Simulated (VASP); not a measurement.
PIr2, 3 atoms in the cell. It takes space group Fm-3m (No. 225, cubic). The conventional cell has a = 5.533 Å, b = 5.533 Å, c = 5.533 Å, α = 90.00°, β = 90.00°, γ = 90.00°. Within 3.2 Å of P (site symmetry m-3m) lie 8 Ir at 2.40 Å. Within 3.2 Å of Ir (site symmetry -43m) lie 4 P at 2.40 Å and 6 Ir at 2.77 Å. 

| Property | Result |
| --- | --- |
| Program | VASP 6.6.1 |
| Task | single point |
| Functional | PBEsol |
| Potentials or basis | VASP PAW PBE potentials, release 64 (P, Ir) |
| Cutoff | 520 eV |
| k mesh | 14 × 14 × 14 |
| Occupations | gaussian, width 0.1 eV |
| Spin | no spin polarisation |
| Dipole correction | no |
| Further INCAR settings | ALGO = Normal; EDIFF = 1e-07; NBANDS = 18 |

Potentials or basis: VASP PAW PBE potentials, release 64 (P, Ir).

Launch:

```bash
$ cat potpaw_PBE.64/P/POTCAR potpaw_PBE.64/Ir/POTCAR > POTCAR
$ mpirun -np 1 vasp_std > vasp.out
```

Hardware: 1 thread of Oxide Virtual Turin-like Processor (shared host).

Q: Estimate the wall time of this run.

A: Run time: 99 s on 1 thread of Oxide Virtual Turin-like Processor, on a shared host, peak memory 0.19 GiB. Counts: scf iterations 13, k points 104.
